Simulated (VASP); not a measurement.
Set up this calculation in VASP 6.6.1, as the native input.

* Task: electric field gradients
* Functional: PBEsol
* Potentials or basis: VASP PAW PBE potentials, release 64 (Pb_d)
* Cutoff: 520 eV
* k mesh: 14 × 14 × 8
* Occupations: fermi-dirac, width 0.08 eV
* Spin: no spin polarisation
* Dipole correction: no
* Further INCAR settings: ALGO = Normal; EDIFF = 1e-08; NBANDS = 21

The structure of Pb lies in POSCAR:

```
Pb
1.0
    3.4329678887      0.0000000000      0.0000000000
   -1.7164839444      2.9730374020      0.0000000000
    0.0000000000      0.0000000000      5.5144501982
Pb
2
Direct
    0.3333333333      0.6666666667      0.2500000000
    0.6666666667      0.3333333333      0.7500000000
```

This isn't the form of Pb at room conditions, which is fcc.

The input as run:

INCAR

```
SYSTEM = Pb
PREC     = Accurate       ! precision mode
ENCUT    = 520            ! plane-wave cutoff, eV
EDIFF    = 1E-8           ! SCF threshold, eV
ISMEAR   = -1             ! smearing method
SIGMA    = 0.08           ! smearing width, eV
LREAL    = .False.        ! projectors in reciprocal space
LASPH    = .True.         ! aspherical terms in the spheres
NELM     = 80             ! most SCF steps
ALGO     = Normal         ! electronic algorithm
ISIF     = 2              ! what is computed and relaxed
LWAVE    = .False.        ! write WAVECAR
LCHARG   = .False.        ! write CHGCAR
GGA      = PS             ! functional
LEFG     = .True.       
NBANDS   = 21             ! bands
```

KPOINTS

```
Automatic mesh
0
Gamma
  14 14 8
  0 0 0
```

Potentials or basis: VASP PAW PBE potentials, release 64 (Pb_d).

Run with:

```console
$ cat potpaw_PBE.64/Pb_d/POTCAR > POTCAR
$ mpirun -np 1 vasp_std > vasp.out
```

Results of the run:

```
Pressure                                : 3.2 GPa
Band gap on the k mesh                  : zero (bands 14 and 15 overlap by 7.77 eV)
Largest electric field gradient by atom : Pb -56.7 V/Å²
```

Caveat: the cell stands under pressure; without QUAD_EFG the Cq values of the log hold for a quadrupole moment of 1 mb, not for the nuclei; the PAW data sets were made with another functional, which shifts forces and pressure a little; spin-orbit coupling is left out, which moves the levels of the heavy elements.

It took 99 s on 1 thread of Intel(R) Xeon(R) Platinum 8488C (Sapphire Rapids), with other jobs on the host, peak memory 0.24 GiB.
